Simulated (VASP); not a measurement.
Runs of VASP 6.6.1 on InSb3. The structure is that of space group P4/mmm (No. 123), or close to it. The cells are those of the table. 

```csv
cell,gap on the mesh (eV),pressure (GPa)
"a = 4.620, b = 4.620, c = 5.216 Å, 4 atoms",none,-2.7
"a = 4.528, b = 4.528, c = 5.432 Å, 4 atoms",none,(a)
"a = 5.010, b = 5.010, c = 4.437 Å, 4 atoms",none,-2.8
"a = 4.951, b = 4.951, c = 4.659 Å, 4 atoms",none,-3.8
"a = 4.909, b = 4.909, c = 4.620 Å, 4 atoms",none,-2.7
```

Alike in all rows: task single point; level PBEsol; potentials or basis VASP PAW PBE potentials, release 64 (In_d, Sb); no spin polarisation; k mesh 10 × 10 × 10; cutoff (eV) 520; smearing gaussian 0.15 eV.

Problem. Fill in the values left out.

Solution. (a) -2.6.

Caveats: the PAW data sets were made with another functional, which shifts forces and pressure a little; spin-orbit coupling is left out, which moves the levels of the heavy elements; the cell stands under tension (at least some runs).

A k mesh can miss the band edges, and the runs leave out spin-orbit coupling on In, Sb.

A gap of «none» marks levels without a gap at the run's occupations.
